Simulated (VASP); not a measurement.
# Al in VASP: single point with PBE

Aim: the single point of Al with PBE.

All numbers are computed with VASP 6.6.1; they aren't measurements. Logs are shortened: lines on timing, memory, paths and dates and some standing lists are left out, and cuts for length are marked.

## 1. The cell of the first run

The cell holds a slab with vacuum, 3 atoms: a = 2.857 Å, b = 2.857 Å, c = 18.665 Å, α = 90.00°, β = 90.00°, γ = 120.00°.

## 2. Single point, PBE

Input file INCAR:

```
PREC     = Accurate       # precision mode
ENCUT    = 400            # plane-wave cutoff, eV
EDIFF    = 1E-6           # SCF threshold, eV
ISMEAR   = -1             # smearing method
SIGMA    = 0.1            # smearing width, eV
LREAL    = False          # projectors in reciprocal space
LASPH    = True           # aspherical terms in the spheres
NELM     = 120            # most SCF steps
ALGO     = Normal         # electronic algorithm
ISIF     = 2              # what is computed and relaxed
LWAVE    = False          # write WAVECAR
LCHARG   = True           # write CHGCAR
GGA      = PE             # functional
LELF     = True           # ELF
LVHAR    = True         
NBANDS   = 12             # bands
GGA_COMPAT= False        
NELMDL   = -8
```

Input file KPOINTS:

```
regular mesh
0
Gamma
  8 8 1
```

Input file POSCAR:

```
Al
1.0
    2.8567110000      0.0000000000      0.0000000000
   -1.4283560000      2.4739850000      0.0000000000
    0.0000000000      0.0000000000     18.6649900000
Al
3
Direct
    0.0000000000      0.0000000000      0.3750340000
    0.3333330000      0.6666670000      0.5000000000
    0.6666670000      0.3333330000      0.6249660000
```

Potentials or basis: VASP PAW PBE potentials, release 64 (Al).

Command:

```bash
$ cat potpaw_PBE.64/Al/POTCAR > POTCAR
$ mpirun -np 1 vasp_std > vasp.out
```

OUTCAR:

```text
PREC = Accurate
   ENCUT = 400
   EDIFF = 1E-6
   ISMEAR = -1
   LREAL = False
   LASPH = True
   NELM = 120
   ISIF = 2
   GGA = PE
   NELMDL = -8

 ion  position               nearest neighbor table
   1  0.000  0.000  0.375-   2 2.86   2 2.86   2 2.86
   2  0.333  0.667  0.500-   3 2.86   1 2.86   3 2.86   1 2.86   1 2.86   3 2.86
   3  0.667  0.333  0.625-   2 2.86   2 2.86   2 2.86

  LATTYP: Found a hexagonal cell.
 ALAT       =     2.8567110000
 C/A-ratio  =     6.5337340739

  Lattice vectors:

 A1 = (   2.8567110000,   0.0000000000,   0.0000000000)
 A2 = (  -1.4283560000,   2.4739850000,   0.0000000000)
 A3 = (   0.0000000000,   0.0000000000,  18.6649900000)

Analysis of symmetry for initial positions (statically):
=====================================================================
 Subroutine PRICEL returns:
 Original cell was already a primitive cell.

 Routine SETGRP: Setting up the symmetry group for a
 hexagonal supercell.

 Subroutine GETGRP returns: Found 12 space group operations
 (whereof  6 operations were pure point group operations)
 out of a pool of 24 trial point group operations.

The static configuration has the point symmetry C_3v.
 The point group associated with its full space group is D_3d.

Analysis of symmetry for dynamics (positions and initial velocities):
=====================================================================
 Subroutine PRICEL returns:
 Original cell was already a primitive cell.

 Routine SETGRP: Setting up the symmetry group for a
 hexagonal supercell.

 Subroutine GETGRP returns: Found 12 space group operations
 (whereof  6 operations were pure point group operations)
 out of a pool of 24 trial point group operations.

The dynamic configuration has the point symmetry C_3v.
 The point group associated with its full space group is D_3d.

 Subroutine INISYM returns: Found 12 space group operations
 (whereof  6 operations are pure point group operations),
 and found     1 'primitive' translations

----------------------------------------------------------------------------------------

                                     Primitive cell

  volume of cell :     131.9141

  direct lattice vectors                    reciprocal lattice vectors
     2.856711000  0.000000000  0.000000000     0.350052910  0.202103155  0.000000000
    -1.428356000  2.473985000  0.000000000     0.000000000  0.404206169  0.000000000
[... 80 lines left out ...]
   POTIM  = 0.5000    time-step for ionic-motion
   TEBEG  =    0.0;   TEEND  =   0.0 temperature during run
   PSTRESS=    0.0 pullay stress
   NELECT =       9.0000    total number of electrons
   NUPDOWN=      -1.0000    fix difference up-down
   EMIN   =  10.00;   EMAX   =-10.00  energy-range for DOS
   EFERMI =   0.00;   METHOD = LEGACY
   ISMEAR =    -1;   SIGMA  =   0.10  broadening in eV -4-tet -1-fermi 0-gaus
   EFERMI_NEDOS =   21; number of points for ismear=-14 and -15
   IALGO  =     38    algorithm
   IMIX   =      4    mixing-type and parameters
     AMIX     =   0.40;   BMIX     =  1.00
     AMIX_MAG =   1.60;   BMIX_MAG =  1.00
  volume/ion in A,a.u.               =      43.97       296.73
  Fermi-wavevector in a.u.,A,eV,Ry     =   0.668947  1.264127  6.088479  0.447491
  Thomas-Fermi vector in A             =   1.744014
   LORBIT       =      0    0 simple, 1 ext, 2 COOP (PROOUT), +10 PAW based schemes
   GGA     = PE    functional components
   LHFCALC =     F    Hartree Fock is set to
   AEXX    =    0.0000 exact exchange contribution
   IVDW    =     0    specifies the selected vdW correction
   LEPSILON=     F    determine dielectric tensor
   LRPA    =     F    only Hartree local field effects (RPA)
 non-spin polarized calculation
  energy-cutoff  :      400.00
  volume of cell :      131.91
 maximum number of plane-waves:      2414
 NGX is ok and might be reduce to    20
   NGX =  9   NGY =  9   NGZ = 61

 number of electron       9.0000000 magnetization

 Free energy of the ion-electron system (eV)
  ---------------------------------------------------
  ext. energy  EPLUGINS =         0.00000000
  ---------------------------------------------------
  free energy    TOTEN  =       -10.59263040 eV

  energy without entropy =      -10.55943594  energy(sigma->0) =      -10.57603317

 E-fermi :   0.6352     XC(G=0):  -4.7804

 val. band max:        0.4386481974   @ k =   0.2500   0.2500   0.0000
 cond. band min:       0.6800549467   @ k =   0.3750   0.0000   0.0000
 fundamental gap:      0.2414067493
 Fermi energy:         0.6352086621

 k-point     1 :       0.0000    0.0000    0.0000
  band No.  band energies     occupation
      1      -9.8992      2.00000
      2      -8.2676      2.00000
      3      -5.6255      2.00000
      4      -2.4984      2.00000
      5       1.0052      0.04827
      6       3.5447      0.00000
      7       4.2888      0.00000
      8       5.9191      0.00000
      9       5.9654      0.00000
     10       9.0550      0.00000
     11       9.1862      0.00000
     12      11.8869      0.00000
[... 121 lines left out ...]
 k-point    10 :       0.3750    0.2500    0.0000
  band No.  band energies     occupation
      1      -2.9458      2.00000
      2      -2.9081      2.00000
      3      -1.6452      2.00000
      4      -1.0692      2.00000
      5      -0.1850      1.99945
      6       0.9082      0.12251
      7       1.6747      0.00006
      8       1.9599      0.00000
      9       4.0650      0.00000
     10       4.2796      0.00000
     11       4.4325      0.00000
     12       6.7604      0.00000

------------------------ aborting loop because EDIFF is reached ----------------------------------------

  FORCE on cell =-STRESS in cart. coord.  units (eV):
  Direction    XX          YY          ZZ          XY          YZ          ZX
  --------------------------------------------------------------------------------------
  -------------------------------------------------------------------------------------
  Total       -0.8808618     -0.8808623     -0.4032859      0.0000002      0.0000000     -0.0000000
  in kB      -10.6986065    -10.6986126     -4.8981551      0.0000022      0.0000000     -0.0000000
  external PRESSURE =      -8.7651248 kB  Pullay stress =       0.0000000 kB

 VOLUME and BASIS-vectors are now :
 -----------------------------------------------------------------------------
  energy-cutoff  :      400.00
  volume of cell :      131.91
      direct lattice vectors                 reciprocal lattice vectors
     2.856711000  0.000000000  0.000000000     0.350052910  0.202103155  0.000000000
    -1.428356000  2.473985000  0.000000000     0.000000000  0.404206169  0.000000000
     0.000000000  0.000000000 18.664990000     0.000000000  0.000000000  0.053576241

 POSITION                                       TOTAL-FORCE (eV/Angst)
 -----------------------------------------------------------------------------------
      0.00000      0.00000      7.00001        -0.000000     -0.000000      0.084975
     -0.00000      1.64932      9.33249         0.000000     -0.000000     -0.000000
      1.42836      0.82466     11.66498        -0.000000      0.000000     -0.084975
 -----------------------------------------------------------------------------------
    total drift:                                0.000001     -0.000000     -0.000009

  FREE ENERGIE OF THE ION-ELECTRON SYSTEM (eV)
  ---------------------------------------------------
  free  energy   TOTEN  =       -10.5926304037 eV

  energy  without entropy=      -10.5594359387  energy(sigma->0) =      -10.57603317
```

OSZICAR:

```text
N       E                     dE             d eps       ncg     rms          rms(c)
DAV:   1     0.118454641264E+02    0.11845E+02   -0.25187E+03   240   0.403E+02
DAV:   2    -0.103222357119E+02   -0.22168E+02   -0.20989E+02   356   0.734E+01
DAV:   3    -0.111085552599E+02   -0.78632E+00   -0.77821E+00   328   0.127E+01
[... 15 lines left out ...]
DAV:  19    -0.105926184202E+02   -0.92222E-04   -0.15479E-05   264   0.999E-03    0.700E-04
DAV:  20    -0.105926274803E+02   -0.90601E-05   -0.34910E-07   272   0.193E-03    0.465E-04
DAV:  21    -0.105926285363E+02   -0.10560E-05   -0.26191E-08   232   0.632E-04    0.305E-04
DAV:  22    -0.105926304044E+02   -0.18681E-05   -0.12657E-07   228   0.805E-04    0.907E-05
DAV:  23    -0.105926304037E+02    0.64244E-09   -0.13355E-09   224   0.168E-04
   1 F= -.10592630E+02 E0= -.10576033E+02  d E =-.331945E-01
```

Run time: 16 s. Hardware: 1 thread of AMD EPYC 9R45 (Zen 5), shared host; peak memory 0.16 GiB.

What came out:

| Quantity | Value |
| --- | --- |
| Free energy | -10.5926 eV |
| Largest force | 0.085 eV/Å |

Forces on the atoms (eV/Å):
```
Al   0.000  0.000  0.085
Al   0.000  0.000  0.000
Al   0.000  0.000 -0.085
```

Levels at points of the mesh, in eV from the Fermi level:
```csv
k point,band 1,band 2,band 3,band 4,band 5,band 6,band 7,band 8,band 9
"(0.00, 0.00, 0.00)",-10.53,-8.90,-6.26,-3.13,0.37,2.91,3.65,5.28,5.33
"(0.50, 0.00, 0.00)",-4.65,-4.63,-3.31,-2.78,-0.48,-0.24,2.53,2.57,5.96
```
